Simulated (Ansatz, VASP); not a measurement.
## Tc in VASP and in Ansatz

```xyz
2
Lattice="2.7937 0.0000 0.0000 -1.3969 2.4194 0.0000 0.0000 0.0000 4.4843" Properties=species:S:1:pos:R:3 pbc="T T T"
Tc    0.0000    1.6130    1.1211
Tc    1.3969    0.8065    3.3632
```

Change from the starting cell: volume scaled by 1.06.

Alike in both runs: task single point; functional LDA; k mesh 17 × 17 × 9; occupations fermi-dirac, width 0.08 eV; no spin polarisation.

|  | VASP | Ansatz |
| --- | --- | --- |
| version | VASP 6.6.1 | Ansatz 0.2.0 |
| potentials or method | VASP PAW LDA potentials, release 64 (Tc_pv), cutoff 520 eV | all-electron LAPW, scalar-relativistic |

Ansatz gave:

```
pressure (GPa)                                                : -26.4
traceless stress, the component that is largest in VASP (GPa) : -1.18
```

Question: Estimate VASP's values.

Answer: Pressure (GPa): -26.3; traceless stress, the component that is largest in VASP (GPa): -1.21.

LDA's correlation is that of Perdew and Zunger in VASP and of Perdew and Wang (1992) in Ansatz. Ansatz ran all-electron here, and VASP with PAW potentials.
